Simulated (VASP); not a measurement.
NbP, 4 atoms in the cell. The structure is tetragonal, space group I4_1md (No. 109). The conventional cell has a = 3.372 Å, b = 3.372 Å, c = 11.556 Å, α = 90.00°, β = 90.00°, γ = 90.00°. Within 3.4 Å of Nb (site symmetry 2mm) lie 6 P at 2.56 to 2.57 Å and 8 Nb at 3.35 to 3.37 Å. P (site symmetry 2mm) has 6 Nb at 2.56 to 2.57 Å and 8 P at 3.35 to 3.37 Å within 3.4 Å. 

```yaml
Program: VASP 6.6.1
Task: single point
Functional: LDA
Potentials_or_basis: VASP PAW LDA potentials, release 64 (Nb_sv, P)
Cutoff: 520 eV
k_mesh: 11 × 11 × 11
Occupations: fermi-dirac, width 0.05 eV
Spin: no spin polarisation
Dipole_correction: no
Further_INCAR_settings: ALGO = Normal; EDIFF = 1e-07; NBANDS = 26
```

Potentials or basis: VASP PAW LDA potentials, release 64 (Nb_sv, P).

Launch:

```bash
$ cat potpaw_LDA.64/Nb_sv/POTCAR potpaw_LDA.64/P/POTCAR > POTCAR
$ mpirun -np 1 vasp_std > vasp.out
```

Hardware: 1 thread of Intel(R) Xeon(R) Platinum 8488C (Sapphire Rapids) (shared host).

Problem. Estimate the wall time of this run.

Solution. Run time: 8.4 min on 1 thread of Intel(R) Xeon(R) Platinum 8488C (Sapphire Rapids), on a shared host, peak memory 0.37 GiB. Counts: scf iterations 13, k points 126.
